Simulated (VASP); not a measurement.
**SiO2: single point with LDA**

SiO2:

```xyz
12
Lattice="-2.6221 4.8794 4.3896 2.6221 -4.8794 4.3896 2.6221 4.8794 -4.3896" Properties=species:S:1:pos:R:3 pbc="T T T"
Si    0.0000    0.8773    7.4436
Si    0.0000    5.7567    1.3355
Si    2.6221    4.0021   -3.0540
Si    2.6221   -0.8773    3.0540
O     2.6221   -2.4397    3.4481
O     0.0000    7.3191    0.9415
O     1.3110    5.4039    2.1948
O     1.3110    4.3549   -2.1948
O     1.3110   -0.5245    2.1948
O    -1.3110    5.4039    2.1948
O     0.0000    0.0000    0.0000
O     0.0000    4.8794    0.0000
```

```yaml
Program: VASP 6.6.1
Task: single point
Functional: LDA
Potentials_or_basis: VASP PAW LDA potentials, release 64 (Si, O)
Cutoff: 520 eV
k_mesh: 6 × 6 × 6
Occupations: gaussian, width 0.02 eV
Spin: no spin polarisation
```

```
Pressure               : -0.6 GPa
Largest force          : 0.060 eV/Å
Band gap on the k mesh : 5.44 eV
```

Forces in eV/Å, atoms in the order of the input:
```
Si   0.000 -0.048  0.036
Si   0.000 -0.048 -0.036
Si   0.000  0.048 -0.036
Si   0.000  0.048  0.036
O    0.000  0.000  0.008
O    0.000  0.000 -0.008
O    0.000 -0.007  0.000
O    0.000  0.007  0.000
O    0.000  0.007  0.000
O    0.000 -0.007  0.000
O    0.000  0.000  0.000
O    0.000  0.000  0.000
```

Stress tensor (GPa, compression positive):
```
-0.53  0.00  0.00
 0.00 -0.54  0.00
 0.00  0.00 -0.65
```

Levels at points of the mesh, in eV from the valence-band top:
```tsv
k point	band 28	band 29	band 30	band 31	band 32	band 33	band 34	band 35	band 36	band 37
(0.00, 0.00, 0.00)	-1.21	-1.18	-0.73	-0.44	0.00	5.44	8.39	8.63	8.80	9.05
(0.50, 0.00, 0.00)	-1.28	-0.58	-0.52	-0.29	-0.12	6.38	6.93	8.48	8.95	8.96
(0.00, 0.50, 0.00)	-1.37	-0.92	-0.86	-0.71	-0.18	7.61	7.76	8.37	8.41	9.12
(0.50, 0.50, 0.00)	-1.46	-0.98	-0.98	-0.37	-0.37	7.61	7.61	8.87	8.87	9.12
(0.50, 0.50, 0.50)	-1.36	-0.54	-0.22	-0.16	-0.04	7.28	7.39	7.72	7.86	8.61
```

Wall time 11 min on 1 thread of Intel(R) Xeon(R) Platinum 8259CL CPU @ 2.50GHz (Skylake/Cascade Lake), with other jobs on the host, peak memory 0.5 GiB.

A k mesh can miss the band edges.
